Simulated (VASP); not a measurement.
# WSe2 in VASP: a series of runs

The runs below take WSe2 through relaxation of the atoms, single point, with PBE+D3(BJ).

Program: VASP 6.6.1. These are calculated values, not measurements. Logs are shortened: lines on timing, memory, paths and dates and some standing lists are left out, and cuts for length are marked.

## Step 1: The cell of the first run

The cell holds a slab with vacuum, 9 atoms: a = 3.279 Å, b = 3.279 Å, c = 33.157 Å, α = 90.00°, β = 90.00°, γ = 120.00°.

## Step 2: Relaxation of the atoms, PBE+D3(BJ)

INCAR

```
PREC     = Accurate       # precision mode
ENCUT    = 520            # plane-wave cutoff, eV
EDIFF    = 1E-6           # SCF threshold, eV
ISMEAR   = 0              # smearing method
SIGMA    = 0.05           # smearing width, eV
LREAL    = F              # projectors in reciprocal space
LASPH    = T              # aspherical terms in the spheres
NELM     = 60             # most SCF steps
ALGO     = Normal         # electronic algorithm
ISIF     = 2              # what is computed and relaxed
LWAVE    = F              # write WAVECAR
LCHARG   = F              # write CHGCAR
LDIPOL   = T            
IDIPOL   = 3            
DIPOL    = 0.5 0.5 0.500
GGA      = PE             # functional
IVDW     = 12             # dispersion correction
IBRION   = 2              # ionic algorithm
NSW      = 90             # ionic steps
EDIFFG   = -0.03          # ionic threshold
KPAR     = 2
```

KPOINTS

```
regular mesh
0
Gamma
  9 9 1
```

POSCAR

```
WSe2
1.0
    3.2790275570      0.0000000000      0.0000000000
   -1.6395137785      2.8397211641      0.0000000000
    0.0000000000      0.0000000000     33.1573559497
Se W
6 3
Selective dynamics
Direct
    0.6666666667      0.3333333333      0.2563533719  F F F
    0.6666666667      0.3333333333      0.3579520862  F F F
    0.3333333333      0.6666666667      0.4492006428  F F F
    0.3333333333      0.6666666667      0.5507993572  T T T
    0.6666666667      0.3333333333      0.6420479138  T T T
    0.6666666667      0.3333333333      0.7436466281  T T T
    0.3333333333      0.6666666667      0.3071527290  F F F
    0.6666666667      0.3333333333      0.5000000000  T T T
    0.3333333333      0.6666666667      0.6928472710  T T T
```

Potentials or basis: VASP PAW PBE potentials, release 64 (Se, W_sv).

On the command line:

```sh
cat potpaw_PBE.64/Se/POTCAR potpaw_PBE.64/W_sv/POTCAR > POTCAR
mpirun -np 2 vasp_std > vasp.out
```

OUTCAR:

```text
PREC = Accurate
   ENCUT = 520
   EDIFF = 1E-6
   ISMEAR = 0
   LREAL = F
   LASPH = T
   NELM = 60
   ISIF = 2
   GGA = PE
   IVDW = 12
   IBRION = 2
   NSW = 90
   EDIFFG = -0.03
 IVDW          = 12

 ion  position               nearest neighbor table
   1  0.667  0.333  0.256-   7 2.53   7 2.53   7 2.53
   2  0.667  0.333  0.358-   7 2.53   7 2.53   7 2.53
   3  0.333  0.667  0.449-   8 2.53   8 2.53   8 2.53
   4  0.333  0.667  0.551-   8 2.53   8 2.53   8 2.53
   5  0.667  0.333  0.642-   9 2.53   9 2.53   9 2.53
   6  0.667  0.333  0.744-   9 2.53   9 2.53   9 2.53
   7  0.333  0.667  0.307-   1 2.53   1 2.53   1 2.53   2 2.53   2 2.53   2 2.53
   8  0.667  0.333  0.500-   3 2.53   4 2.53   3 2.53   4 2.53   3 2.53   4 2.53
   9  0.333  0.667  0.693-   6 2.53   6 2.53   6 2.53   5 2.53   5 2.53   5 2.53

  LATTYP: Found a hexagonal cell.
 ALAT       =     3.2790275570
 C/A-ratio  =    10.1119479398

  Lattice vectors:

 A1 = (   3.2790275570,   0.0000000000,   0.0000000000)
 A2 = (  -1.6395137785,   2.8397211641,   0.0000000000)
 A3 = (   0.0000000000,   0.0000000000,  33.1573559497)

Analysis of symmetry for initial positions (statically):
=====================================================================
 Subroutine PRICEL returns:
 Original cell was already a primitive cell.

 Routine SETGRP: Setting up the symmetry group for a
 hexagonal supercell.

 Subroutine GETGRP returns: Found 12 space group operations
 (whereof 12 operations were pure point group operations)
 out of a pool of 24 trial point group operations.

The static configuration has the point symmetry D_3h.

Analysis of symmetry for dynamics (positions and initial velocities):
=====================================================================
 Subroutine PRICEL returns:
 Original cell was already a primitive cell.

 Routine SETGRP: Setting up the symmetry group for a
 hexagonal supercell.

 Subroutine GETGRP returns: Found 12 space group operations
 (whereof 12 operations were pure point group operations)
 out of a pool of 24 trial point group operations.

The dynamic configuration has the point symmetry D_3h.

Analysis of constrained symmetry for selective dynamics:
=====================================================================
 Subroutine PRICEL returns:
 Original cell was already a primitive cell.

 Routine SETGRP: Setting up the symmetry group for a
 hexagonal supercell.

 Subroutine GETGRP returns: Found  6 space group operations
 (whereof  6 operations were pure point group operations)
 out of a pool of 24 trial point group operations.

The constrained configuration has the point symmetry C_3v.

 Subroutine INISYM returns: Found  6 space group operations
 (whereof  6 operations are pure point group operations),
 and found     1 'primitive' translations

----------------------------------------------------------------------------------------

                                     Primitive cell

  volume of cell :     308.7455

  direct lattice vectors                    reciprocal lattice vectors
     3.279027557  0.000000000  0.000000000     0.304968465  0.176073625  0.000000000
    -1.639513779  2.839721164  0.000000000     0.000000000  0.352147250  0.000000000
     0.000000000  0.000000000 33.157355950     0.000000000  0.000000000  0.030159220

  length of vectors
     3.279027557  3.279027557 33.157355950     0.352147250  0.352147250  0.030159220

  position of ions in fractional coordinates (direct lattice)
     0.666666667  0.333333333  0.256353372
     0.666666667  0.333333333  0.357952086
     0.333333333  0.666666667  0.449200643
     0.333333333  0.666666667  0.550799357
     0.666666667  0.333333333  0.642047914
     0.666666667  0.333333333  0.743646628
     0.333333333  0.666666667  0.307152729
     0.666666667  0.333333333  0.500000000
     0.333333333  0.666666667  0.692847271

  ion indices of the primitive-cell ions
   primitive index   ion index
                 1           1
                 2           2
                 3           3
                 4           4
                 5           5
                 6           6
                 7           7
                 8           8
                 9           9

----------------------------------------------------------------------------------------

 KPOINTS: regular mesh

Automatic generation of k-mesh.
 Grid dimensions read from file:
 generate k-points for:    9    9    1

 Generating k-lattice:

  Cartesian coordinates                     Fractional coordinates (reciprocal lattice)
     0.033885385  0.019563736  0.000000000     0.111111111 -0.000000000  0.000000000
     0.000000000  0.039127472  0.000000000     0.000000000  0.111111111  0.000000000
     0.000000000  0.000000000  0.030159220     0.000000000  0.000000000  1.000000000

  Length of vectors
     0.039127472  0.039127472  0.030159220

  Shift w.r.t. Gamma in fractional coordinates (k-lattice)
     0.000000000  0.000000000  0.000000000

 Subroutine IBZKPT returns following result:
 ===========================================

 Found     12 irreducible k-points:

 Following reciprocal coordinates:
            Coordinates               Weight
  0.000000  0.000000  0.000000      1.000000
  0.111111  0.000000  0.000000      6.000000
  0.222222  0.000000  0.000000      6.000000
  0.333333  0.000000  0.000000      6.000000
  0.444444  0.000000  0.000000      6.000000
  0.111111  0.111111  0.000000      6.000000
  0.222222  0.111111  0.000000     12.000000
  0.333333  0.111111  0.000000     12.000000
  0.444444  0.111111  0.000000      6.000000
  0.222222  0.222222  0.000000      6.000000
  0.333333  0.222222  0.000000     12.000000
  0.333333  0.333333  0.000000      2.000000
   k-points           NKPTS =     12   k-points in BZ     NKDIM =     12   number of bands    NBANDS=     46
   number of dos      NEDOS =    301   number of ions     NIONS =      9
   total plane-waves  NPLWV = 144000
   dimension x,y,z NGX =    24 NGY =   24 NGZ =  250
   dimension x,y,z NGXF=    48 NGYF=   48 NGZF=  500
   ions per type =               6   3
   NGX,Y,Z   is equivalent  to a cutoff of  12.17, 12.17, 12.53 a.u.
   NGXF,Y,Z  is equivalent  to a cutoff of  24.34, 24.34, 25.07 a.u.
 SYSTEM =  unknown system
   PREC   = accura    normal or accurate (medium, high low for compatibility)
   ISTART =      0    job   : 0-new  1-cont  2-samecut
   ICHARG =      2    charge: 1-file 2-atom 10-const
   ISPIN  =      1    spin polarized calculation?
   LNONCOLLINEAR =      F non collinear calculations
   LSORBIT =      F    spin-orbit coupling
   LASPH  =      T    aspherical Exc in radial PAW
   ENCUT  =  520.0 eV  38.22 Ry    6.18 a.u.   6.10  6.10 61.65*2*pi/ulx,y,z
   NELM   =     60;   NELMIN=  2; NELMDL= -5     # of ELM steps
   EDIFF  = 0.1E-05   stopping-criterion for ELM
   LREAL  =      F    real-space projection
   EDIFFG = -.3E-01   stopping-criterion for IOM
   NSW    =     90    number of steps for IOM
   IBRION =      2    ionic relax: 0-MD 1-quasi-New 2-CG
   NFREE  =      1    steps in history (QN), initial steepest desc. (CG)
   ISIF   =      2    stress and relaxation
   ISYM   =      2    0-nonsym 1-usesym 2-fastsym
   POTIM  = 0.5000    time-step for ionic-motion
   TEBEG  =    0.0;   TEEND  =   0.0 temperature during run
   PSTRESS=    0.0 pullay stress
   NELECT =      78.0000    total number of electrons
   NUPDOWN=      -1.0000    fix difference up-down
   EMIN   =  10.00;   EMAX   =-10.00  energy-range for DOS
   EFERMI =   0.00;   METHOD = LEGACY
   ISMEAR =     0;   SIGMA  =   0.05  broadening in eV -4-tet -1-fermi 0-gaus
   EFERMI_NEDOS =   21; number of points for ismear=-14 and -15
   IALGO  =     38    algorithm
   IMIX   =      4    mixing-type and parameters
     AMIX     =   0.40;   BMIX     =  1.00
     AMIX_MAG =   1.60;   BMIX_MAG =  1.00
  volume/ion in A,a.u.               =      34.31       231.50
  Fermi-wavevector in a.u.,A,eV,Ry     =   1.034918  1.955712 14.572605  1.071056
  Thomas-Fermi vector in A             =   2.169237
   LORBIT       =      0    0 simple, 1 ext, 2 COOP (PROOUT), +10 PAW based schemes
   GGA     = PE    functional components
   LHFCALC =     F    Hartree Fock is set to
   AEXX    =    0.0000 exact exchange contribution
   IVDW    =    12    specifies the selected vdW correction
   LEPSILON=     F    determine dielectric tensor
   LRPA    =     F    only Hartree local field effects (RPA)
 conjugate gradient relaxation of ions
 non-spin polarized calculation
 Gauss-broadening in eV      SIGMA  =   0.05
  energy-cutoff  :      520.00
  volume of cell :      308.75
 maximum number of plane-waves:      8388
   NGX = 13   NGY = 13   NGZ =123

--------------------------------------- Ionic step        1  -------------------------------------------

 number of electron      77.9999992 magnetization

 Free energy of the ion-electron system (eV)
  ---------------------------------------------------
  ext. energy  EPLUGINS =         0.00000000
  ---------------------------------------------------
  free energy    TOTEN  =       -64.68616641 eV

  energy without entropy =      -64.68616641  energy(sigma->0) =      -64.68616641

------------------------ aborting loop because EDIFF is reached ----------------------------------------

 Edisp (eV)   -3.85344

 E8    (eV) :    -1.7537

  FORCE on cell =-STRESS in cart. coord.  units (eV):
  Direction    XX          YY          ZZ          XY          YZ          ZX
  --------------------------------------------------------------------------------------
  -------------------------------------------------------------------------------------
  Total       0.55512     0.55512     0.65337     0.00000     0.00000    -0.00000
  in kB       2.88070     2.88070     3.39054     0.00000     0.00000    -0.00000
  external pressure =        3.05 kB  Pullay stress =        0.00 kB
[... 118 lines left out ...]
  FREE ENERGIE OF THE ION-ELECTRON SYSTEM (eV)
  ---------------------------------------------------
  free  energy   TOTEN  =       -68.5399582140 eV

  energy  without entropy=      -68.5399582140  energy(sigma->0) =      -68.53995821

 dipolmoment           0.000000      0.000000     -0.000204 electrons x Angstroem

--------------------------------------- Ionic step        4  -------------------------------------------

 number of electron      77.9999992 magnetization

 dipolmoment           0.000000      0.000000      0.000159 electrons x Angstroem

 Free energy of the ion-electron system (eV)
  ---------------------------------------------------
  ext. energy  EPLUGINS =         0.00000000
  ---------------------------------------------------
  free energy    TOTEN  =       -64.68707045 eV

  energy without entropy =      -64.68707045  energy(sigma->0) =      -64.68707045

 E-fermi :   1.9960     XC(G=0):  -6.6512

 val. band max:        1.6925164969   @ k =   0.0000   0.0000   0.0000
 cond. band min:       2.8785720551   @ k =   0.2222   0.1111   0.0000
 fundamental gap:      1.1860555582
 Fermi energy:         1.9960083232

 k-point     1 :       0.0000    0.0000    0.0000
  band No.  band energies     occupation
      1     -72.5739      2.00000
      2     -72.5713      2.00000
      3     -72.5696      2.00000
      4     -36.8241      2.00000
      5     -36.8222      2.00000
      6     -36.8187      2.00000
[... 577 lines left out ...]
     45       4.6577      0.00000
     46       4.8678      0.00000

------------------------ aborting loop because EDIFF is reached ----------------------------------------

 vacuum level on the upper side and lower side of the slab       (xc-potential included)        -0.127        -0.127

 Edisp (eV)   -3.85291

 E8    (eV) :    -1.7535

  FORCE on cell =-STRESS in cart. coord.  units (eV):
  Direction    XX          YY          ZZ          XY          YZ          ZX
  --------------------------------------------------------------------------------------
  -------------------------------------------------------------------------------------
  Total       0.42411     0.42411     0.31555     0.00000    -0.00000     0.00000
  in kB       2.20084     2.20084     1.63750     0.00000    -0.00000     0.00000
  external pressure =        2.01 kB  Pullay stress =        0.00 kB
[... 24 lines left out ...]
  FREE ENERGIE OF THE ION-ELECTRON SYSTEM (eV)
  ---------------------------------------------------
  free  energy   TOTEN  =       -68.5399844172 eV

  energy  without entropy=      -68.5399844172  energy(sigma->0) =      -68.53998442

 reached required accuracy - stopping structural energy minimisation

 vacuum level on the upper side and lower side of the slab         6.397         6.401
```

It took 3.2 min on 2 MPI ranks of Intel Xeon Platinum 8559C (Emerald Rapids), shared host; peak memory 0.47 GiB.

What came out:

```
Free energy                : -68.5400 eV
Energy gained by relaxing  : 0.0 meV/atom
Ionic steps                : 4
Band gap on the k mesh     : 1.19 eV (least direct gap 1.60 eV)
Dispersion energy per atom : -0.428 eV
```

Step by step:
| step | energy change (eV) | largest force on free atoms (eV/Å) | pressure (GPa) |
| --- | --- | --- | --- |
| 1 | 0.0000 | 0.0789 | 0.31 |
| 2 | -0.0003 | 0.0313 | 0.23 |
| 3 | -0.0004 | 0.0365 | 0.21 |
| 4 | -0.0004 | 0.0216 | 0.20 |

Final structure:
```
CELL_PARAMETERS angstrom
3.27903 0.00000 0.00000
-1.63951 2.83972 0.00000
0.00000 0.00000 33.15736
ATOMIC_POSITIONS crystal
Se 0.66667 0.33333 0.25635
Se 0.66667 0.33333 0.35795
Se 0.33333 0.66667 0.44920
Se 0.33333 0.66667 0.55089
Se 0.66667 0.33333 0.64192
Se 0.66667 0.33333 0.74379
W 0.33333 0.66667 0.30715
W 0.66667 0.33333 0.50005
W 0.33333 0.66667 0.69286
```

Levels at points of the mesh, in eV from the valence-band top:
```csv
k point,band 36,band 37,band 38,band 39,band 40,band 41,band 42,band 43
"(0.00, 0.00, 0.00)",-1.37,-0.92,-0.28,0.00,2.71,2.71,2.72,2.72
```

Caveat: spin-orbit coupling is left out, which moves the levels of the heavy elements.

(Part 1 of 2 ends here.)
